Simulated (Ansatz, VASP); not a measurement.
**One calculation of Tl, two programs**

```
Tl
1.0
    -2.04871    2.04871    2.04871
     2.04871   -2.04871    2.04871
     2.04871    2.04871   -2.04871
Tl
1
Direct
  0.00000 0.00000 0.00000
```

Alike in both runs: task single point; functional revPBE; k mesh 12 × 12 × 12; occupations fermi-dirac, width 0.1 eV; no spin polarisation.

```csv
,VASP,Ansatz
version,VASP 6.6.1,Ansatz 0.2.0
potentials or method,"VASP PAW PBE potentials, release 64 (Tl_d), cutoff 520 eV","plane waves (420 eV) with PAW, scalar-relativistic"
valence electrons in the cell,13,13
```

```tsv
	VASP	Ansatz	Ansatz less VASP
pressure (GPa)	-0.8	-0.7	+0.05
```

VASP's potentials were made for PBE, not for revPBE.

Spin-orbit coupling is off throughout.
